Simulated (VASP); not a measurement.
Wanted: the native input for a VASP 6.6.1 run.

```yaml
Task: single point
Functional: r2SCAN
Potentials_or_basis: VASP PAW PBE potentials, release 64 (Ca_sv, Se)
Cutoff: 520 eV
k_mesh: 12 × 12 × 4
Occupations: gaussian, width 0.01 eV
Spin: no spin polarisation
Dipole_correction: no
Further_INCAR_settings: ALGO = Normal; EDIFF = 1e-07; NBANDS = 24
```

CaSe:

```
Ca Se
1.0
     4.27918    0.00000    0.00000
    -2.13959    3.70588    0.00000
     0.00000    0.00000    7.07767
Ca Se
2 2
Direct
  0.00000 0.00000 0.00000
  0.00000 0.00000 0.50000
  0.33333 0.66667 0.25000
  0.66667 0.33333 0.75000
```

This cell differs from its parent crystal: epitaxial xy strain +3.6%.

The input as run:

POSCAR

```
CaSe
1.0
    4.2791832318      0.0000000000      0.0000000000
   -2.1395916159      3.7058813862      0.0000000000
    0.0000000000      0.0000000000      7.0776715278
Ca Se
2 2
Direct
    0.0000000000      0.0000000000      0.0000000000
    0.0000000000      0.0000000000      0.5000000000
    0.3333333333      0.6666666667      0.2500000000
    0.6666666667      0.3333333333      0.7500000000
```

INCAR.step1

```
SYSTEM = CaSe
ALGO     = Normal         ! electronic algorithm
EDIFF    = 1E-4           ! SCF threshold, eV
ENCUT    = 520            ! plane-wave cutoff, eV
GGA      = PE             ! functional
ISMEAR   = 0              ! smearing method
LASPH    = .True.         ! aspherical terms in the spheres
LCHARG   = .False.        ! write CHGCAR
LREAL    = .False.        ! projectors in reciprocal space
LWAVE    = .True.         ! write WAVECAR
NBANDS   = 24             ! bands
NELM     = 60             ! most SCF steps
PREC     = Accurate       ! precision mode
SIGMA    = 0.01           ! smearing width, eV
```

INCAR.step2

```
SYSTEM = CaSe
ALGO     = Normal         ! electronic algorithm
EDIFF    = 1E-7           ! SCF threshold, eV
ENCUT    = 520            ! plane-wave cutoff, eV
ISIF     = 2              ! what is computed and relaxed
ISMEAR   = 0              ! smearing method
ISTART   = 1            
LASPH    = .True.         ! aspherical terms in the spheres
LCHARG   = .False.        ! write CHGCAR
LMIXTAU  = .True.       
LREAL    = .False.        ! projectors in reciprocal space
LWAVE    = .False.        ! write WAVECAR
METAGGA  = R2SCAN         ! meta-GGA
NBANDS   = 24             ! bands
NELM     = 60             ! most SCF steps
PREC     = Accurate       ! precision mode
SIGMA    = 0.01           ! smearing width, eV
```

KPOINTS

```
k-points
0
Gamma
  12 12 4
  0 0 0
```

Potentials or basis: VASP PAW PBE potentials, release 64 (Ca_sv, Se).

Command:

```console
$ cat potpaw_PBE.64/Ca_sv/POTCAR potpaw_PBE.64/Se/POTCAR > POTCAR
$ cp INCAR.step1 INCAR
$ mpirun -np 1 vasp_std > vasp.out
$ cp INCAR.step2 INCAR
$ mpirun -np 1 vasp_std > vasp.out
```

It gave:

```
Pressure               : -2.3 GPa
Band gap on the k mesh : 2.79 eV (least direct gap 3.10 eV)
```

Caveat: the cell differs from its parent crystal (epitaxial xy strain +3.6%); the PAW data sets were made with another functional, which shifts forces and pressure a little.

Run time: 21 min on 1 thread of AMD EPYC 7R13, with other jobs on the host, peak memory 0.3 GiB.
